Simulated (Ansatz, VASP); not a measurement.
# CdF2: VASP beside Ansatz

File INCAR:

```
SYSTEM = CdF2
PREC = Accurate
ENCUT = 520
EDIFF = 1E-6
ISMEAR = 0
SIGMA = 0.05
LREAL = .FALSE.
LASPH = .TRUE.
NELM = 60
ALGO = Normal
ISIF = 2
LWAVE = .FALSE.
LCHARG = .TRUE.
GGA = PE
LELF = .TRUE.
LVHAR = .TRUE.
NBANDS = 20
```

Contents of KPOINTS:

```
regular mesh
0
G
  8 8 8
  0 0 0
```

File POSCAR:

```
CdF2
1.0
    0.0000000000      2.7748200000      2.6940000000
    2.7748200000      0.0000000000      2.6940000000
    2.7748200000      2.7748200000      0.0000000000
Cd F
1 2
Direct
    0.0000000000      0.0000000000      0.0000000000
    0.2500000000      0.2500000000      0.2500000000
    0.7500000000      0.7500000000      0.7500000000
```

Input for Ansatz:

```yaml
crystal:
  lattice:
    - [0.0, 2.77482, 2.694]
    - [2.77482, 0.0, 2.694]
    - [2.77482, 2.77482, 0.0]
  atoms:
    - { symbol: Cd, position: [0.0, 0.0, 0.0] }
    - { symbol: F, position: [0.25, 0.25, 0.25] }
    - { symbol: F, position: [0.75, 0.75, 0.75] }
basis:
  ecutwfc: 420
kpoints:
  mp_grid: { grid: [8, 8, 8] }
hamiltonian:
  xc: pbe
scf:
  occupations: { method: gaussian, width: 0.05 }
output:
  forces: true
  stress: true
  eigenvalues: true
```

Change from the starting cell: strain +0.030 along x and y, +0.000 along z, atoms carried along.

Alike in both runs: task single point; functional PBE; k mesh 8 × 8 × 8; occupations gaussian, width 0.05 eV; no spin polarisation.

|  | VASP | Ansatz |
| --- | --- | --- |
| version | VASP 6.6.1 | Ansatz 0.2.0 |
| potentials or method | VASP PAW PBE potentials, release 64 (Cd, F), cutoff 520 eV | scalar-relativistic, plane waves, PAW |
| valence electrons in the cell | 26 | 34 |

```csv
,VASP,Ansatz,Ansatz less VASP
gap on the k mesh at the Fermi level (eV),2.82,2.85,+0.030
least direct gap on the mesh (eV),3.39,3.42,+0.029
pressure (GPa),-0.2,-0.7,-0.51
"traceless stress, the component that is largest in VASP (GPa)",2.05,2.08,+0.030
```

VASP's potentials hold 26 valence electrons a cell and Ansatz's 34, so a difference there can come from the potentials and not from the codes.
